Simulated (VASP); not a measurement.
# CoPtO2 (R-3m) in VASP: single point with PBE

Aim: the single point of CoPtO2 with PBE.

All numbers are computed with VASP 6.6.1; they aren't measurements. Logs are shortened: lines on timing, memory, paths and dates and some standing lists are left out, and cuts for length are marked.

### 1 The cell of the first run

Symmetry: R-3m, No. 166, trigonal system. The conventional cell has a = 2.825 Å, b = 2.825 Å, c = 17.818 Å, α = 90.00°, β = 90.00°, γ = 120.00°. Co (site symmetry -3m) has 6 O at 1.90 Å within 2.5 Å. Pt (site symmetry -3m) has 2 O at 2.00 Å within 2.6 Å. Within 2.6 Å of O (site symmetry 3m) lie 3 Co at 1.90 Å and 1 Pt at 2.00 Å and 3 O at 2.53 Å.

### 2 Single point, PBE

File POSCAR:

```
CoPtO2
1.0
    1.4122699173      0.8153744169      5.9393891094
   -1.4122699173      0.8153744169      5.9393891094
    0.0000000000     -1.6307488338      5.9393891094
Co Pt O
1 1 2
Direct
    0.5000000000      0.5000000000      0.5000000000
    0.0000000000      0.0000000000      0.0000000000
    0.8877559700      0.8877559700      0.8877559700
    0.1122440300      0.1122440300      0.1122440300
```

File INCAR.step1:

```
  PREC = Accurate
  ENCUT = 520
  EDIFF = 1E-7
  ISMEAR = 0
  SIGMA = 0.05
  LREAL = False
  LASPH = True
  NELM = 100
  ALGO = Normal
  ISIF = 2
  LWAVE = False
  LCHARG = True
  LMAXMIX = 4
  GGA = PE
  NBANDS = 24
```

File KPOINTS.step1:

```
Automatic mesh
0
Gamma
  12 12 12
```

File INCAR.step2:

```
  PREC = Accurate
  ENCUT = 520
  EDIFF = 1E-7
  ISMEAR = -5
  SIGMA = 0.05
  LREAL = False
  LASPH = True
  NELM = 100
  ALGO = Normal
  ISIF = 2
  LWAVE = False
  LCHARG = False
  LMAXMIX = 4
  GGA = PE
  LORBIT = 10
  NBANDS = 24
  NEDOS = 2001
  ICHARG = 11
```

File KPOINTS.step2:

```
Automatic mesh
0
Gamma
  18 18 18
```

Potentials or basis: VASP PAW PBE potentials, release 64 (Co, Pt, O).

Run with:

```
$ cat potpaw_PBE.64/Co/POTCAR potpaw_PBE.64/Pt/POTCAR potpaw_PBE.64/O/POTCAR > POTCAR
$ cp INCAR.step1 INCAR
$ cp KPOINTS.step1 KPOINTS
$ mpirun -np 1 vasp_std > vasp.out
$ cp INCAR.step2 INCAR
$ cp KPOINTS.step2 KPOINTS
$ mpirun -np 1 vasp_std > vasp.out
```

OUTCAR:

```text
PREC = Accurate
   ENCUT = 520
   EDIFF = 1E-7
   ISMEAR = -5
   LREAL = False
   LASPH = True
   NELM = 100
   ISIF = 2
   GGA = PE
   LORBIT = 10
   ICHARG = 11

 ion  position               nearest neighbor table
   1  0.500  0.500  0.500-   4 1.90   3 1.90   4 1.90   4 1.90   3 1.90   3 1.90
   2  0.000  0.000  0.000-   3 2.00   4 2.00
   3  0.888  0.888  0.888-   1 1.90   1 1.90   1 1.90   2 2.00
   4  0.112  0.112  0.112-   1 1.90   1 1.90   1 1.90   2 2.00

  LATTYP: Found a trigonal (rhomboedric) cell.
 ALAT       =     6.1591951383
 COS(alpha) =     0.8948480128

  Lattice vectors:

 A1 = (   1.4122699173,   0.8153744169,   5.9393891094)
 A2 = (  -1.4122699173,   0.8153744169,   5.9393891094)
 A3 = (   0.0000000000,  -1.6307488338,   5.9393891094)

Analysis of symmetry for initial positions (statically):
=====================================================================
 Subroutine PRICEL returns:
 Original cell was already a primitive cell.

 Routine SETGRP: Setting up the symmetry group for a
 trigonal (rhombohedral) supercell.

 Subroutine GETGRP returns: Found 12 space group operations
 (whereof 12 operations were pure point group operations)
 out of a pool of 12 trial point group operations.

The static configuration has the point symmetry D_3d.

Analysis of symmetry for dynamics (positions and initial velocities):
=====================================================================
 Subroutine PRICEL returns:
 Original cell was already a primitive cell.

 Routine SETGRP: Setting up the symmetry group for a
 trigonal (rhombohedral) supercell.

 Subroutine GETGRP returns: Found 12 space group operations
 (whereof 12 operations were pure point group operations)
 out of a pool of 12 trial point group operations.

The dynamic configuration has the point symmetry D_3d.

 Subroutine INISYM returns: Found 12 space group operations
 (whereof 12 operations are pure point group operations),
 and found     1 'primitive' translations

----------------------------------------------------------------------------------------

                                     Primitive cell

  volume of cell :      41.0363

  direct lattice vectors                    reciprocal lattice vectors
     1.412269917  0.815374417  5.939389109     0.354039971  0.204405072  0.056122495
    -1.412269917  0.815374417  5.939389109    -0.354039971  0.204405072  0.056122495
     0.000000000 -1.630748834  5.939389109     0.000000000 -0.408810145  0.056122495

[... 99 lines left out ...]
   PSTRESS=    0.0 pullay stress
   NELECT =      31.0000    total number of electrons
   NUPDOWN=      -1.0000    fix difference up-down
   EMIN   =  10.00;   EMAX   =-10.00  energy-range for DOS
   EFERMI =   0.00;   METHOD = LEGACY
   ISMEAR =    -5;   SIGMA  =   0.05  broadening in eV -4-tet -1-fermi 0-gaus
   EFERMI_NEDOS =   21; number of points for ismear=-14 and -15
   IALGO  =     38    algorithm
   IMIX   =      4    mixing-type and parameters
     AMIX     =   0.40;   BMIX     =  1.00
     AMIX_MAG =   1.60;   BMIX_MAG =  1.00
  volume/ion in A,a.u.               =      10.26        69.23
  Fermi-wavevector in a.u.,A,eV,Ry     =   1.490983  2.817550 30.246177  2.223031
  Thomas-Fermi vector in A             =   2.603696
   LORBIT       =     10    0 simple, 1 ext, 2 COOP (PROOUT), +10 PAW based schemes
   GGA     = PE    functional components
   LHFCALC =     F    Hartree Fock is set to
   AEXX    =    0.0000 exact exchange contribution
   IVDW    =     0    specifies the selected vdW correction
   LEPSILON=     F    determine dielectric tensor
   LRPA    =     F    only Hartree local field effects (RPA)
 non-spin polarized calculation
 Fermi weights with tetrahedron method with Bloechl corrections
  energy-cutoff  :      520.00
  volume of cell :       41.04
 maximum number of plane-waves:      1122
 NGX is ok and might be reduce to    48

 number of electron      30.9999999 magnetization

 Free energy of the ion-electron system (eV)
  ---------------------------------------------------
  ext. energy  EPLUGINS =         0.00000000
  ---------------------------------------------------
  free energy    TOTEN  =       -26.43356586 eV

  energy without entropy =      -26.43356586  energy(sigma->0) =      -26.43356586

 E-fermi :   8.7131     XC(G=0): -12.6852

 val. band max:        8.7390237072   @ k =   0.5000   0.0000   0.0000
 cond. band min:       8.8575129781   @ k =   0.4444   0.4444   0.0000
 fundamental gap:      0.1184892709
 Fermi energy:         8.7130849235

 k-point     1 :       0.0000    0.0000    0.0000
  band No.  band energies     occupation
      1     -12.8588      2.00000
      2     -10.9559      2.00000
      3      -0.9173      2.00000
      4       1.6641      2.00000
      5       2.2295      2.00000
      6       2.2295      2.00000
[... 637 lines left out ...]
     23      22.5314      0.00000
     24      23.0227      0.00000

 [... further k-points ...]

------------------------ aborting loop because EDIFF is reached ----------------------------------------

  FORCE on cell =-STRESS in cart. coord.  units (eV):
  Direction    XX          YY          ZZ          XY          YZ          ZX
  --------------------------------------------------------------------------------------
  -------------------------------------------------------------------------------------
  Total        0.6674786      0.6674786      0.9134546     -0.0000000     -0.0000000      0.0000000
  in kB       26.0603431     26.0603431     35.6639747     -0.0000000     -0.0000000      0.0000000
  external PRESSURE =      29.2615536 kB  Pullay stress =       0.0000000 kB

 VOLUME and BASIS-vectors are now :
 -----------------------------------------------------------------------------
  energy-cutoff  :      520.00
  volume of cell :       41.04
      direct lattice vectors                 reciprocal lattice vectors
     1.412269917  0.815374417  5.939389109     0.354039971  0.204405072  0.056122495
    -1.412269917  0.815374417  5.939389109    -0.354039971  0.204405072  0.056122495
     0.000000000 -1.630748834  5.939389109     0.000000000 -0.408810145  0.056122495

 POSITION                                       TOTAL-FORCE (eV/Angst)
 -----------------------------------------------------------------------------------
      0.00000      0.00000      8.90908         0.000000     -0.000000      0.000000
      0.00000      0.00000      0.00000         0.000000     -0.000000      0.000000
      0.00000      0.00000     15.81818         0.000000     -0.000000      0.079300
      0.00000      0.00000      1.99998         0.000000      0.000000     -0.079300
 -----------------------------------------------------------------------------------
    total drift:                                0.000000      0.000000     -0.000000

  FREE ENERGIE OF THE ION-ELECTRON SYSTEM (eV)
  ---------------------------------------------------
  free  energy   TOTEN  =       -26.4335658649 eV

  energy  without entropy=      -26.4335658649  energy(sigma->0) =      -26.43356586

 total charge

# of ion       s       p       d       tot
------------------------------------------
    1        0.432   0.668   7.349   8.449
    2        0.651   0.573   8.027   9.251
    3        1.556   3.457   0.000   5.014
    4        1.556   3.457   0.000   5.014
--------------------------------------------------
tot          4.196   8.156  15.376  27.727
```

OSZICAR.step1:

```text
N       E                     dE             d eps       ncg     rms          rms(c)
DAV:   1     0.237925424475E+03    0.23793E+03   -0.15132E+04  9184   0.143E+03
DAV:   2    -0.137503932398E+02   -0.25168E+03   -0.22591E+03  9920   0.342E+02
DAV:   3    -0.311164226677E+02   -0.17366E+02   -0.16874E+02 11008   0.101E+02
DAV:   4    -0.313690146834E+02   -0.25259E+00   -0.25243E+00 10504   0.124E+01
DAV:   5    -0.313748351702E+02   -0.58205E-02   -0.58202E-02 11480   0.190E+00    0.282E+01
DAV:   6    -0.327997134396E+02   -0.14249E+01   -0.26955E+01 10656   0.928E+01    0.354E+01
DAV:   7    -0.275519701581E+02    0.52477E+01   -0.22737E+01 11664   0.125E+02    0.184E+01
DAV:   8    -0.264381879493E+02    0.11138E+01   -0.64787E+00 12984   0.223E+01    0.580E+00
DAV:   9    -0.264160806990E+02    0.22107E-01   -0.28928E-01 10344   0.504E+00    0.217E+00
DAV:  10    -0.264145082533E+02    0.15724E-02   -0.12496E-02 11448   0.100E+00    0.758E-01
DAV:  11    -0.264128085311E+02    0.16997E-02   -0.19415E-03 14128   0.680E-01    0.369E-01
DAV:  12    -0.264121764347E+02    0.63210E-03   -0.73561E-04 14296   0.473E-01    0.155E-01
DAV:  13    -0.264121208349E+02    0.55600E-04   -0.20966E-04 14104   0.178E-01    0.383E-02
DAV:  14    -0.264121119061E+02    0.89288E-05   -0.25475E-05 12464   0.640E-02    0.210E-02
DAV:  15    -0.264121107238E+02    0.11824E-05   -0.29675E-06 13080   0.227E-02    0.680E-03
DAV:  16    -0.264121109067E+02   -0.18295E-06   -0.56765E-07 12960   0.875E-03    0.146E-03
DAV:  17    -0.264121109352E+02   -0.28481E-07   -0.44503E-08  5768   0.242E-03
   1 F= -.26412111E+02 E0= -.26411145E+02  d E =-.193224E-02
```

Run time: 15 min. Hardware: 1 thread of Intel Xeon 6975P-C (Granite Rapids), shared host; peak memory 0.78 GiB.

What came out:

```yaml
Valence_electrons_inside_the_program's_atomic_spheres: Co 8.45; Pt 9.25; O 5.01
```

Caveat: spin-orbit coupling is left out, which moves the levels of the heavy elements; an odd number of electrons without spin polarisation forces a metal; a magnetic or distorted state may lie lower; the run has no spin polarisation, though such a crystal can be magnetic; semilocal functionals often make such compounds metallic where correlation or magnetic order opens a gap, which also shifts bond lengths; tetrahedron occupations give inexact forces and stress in metals. Spin polarisation is off, so any magnetic state and its effect on volume and gap are missing.
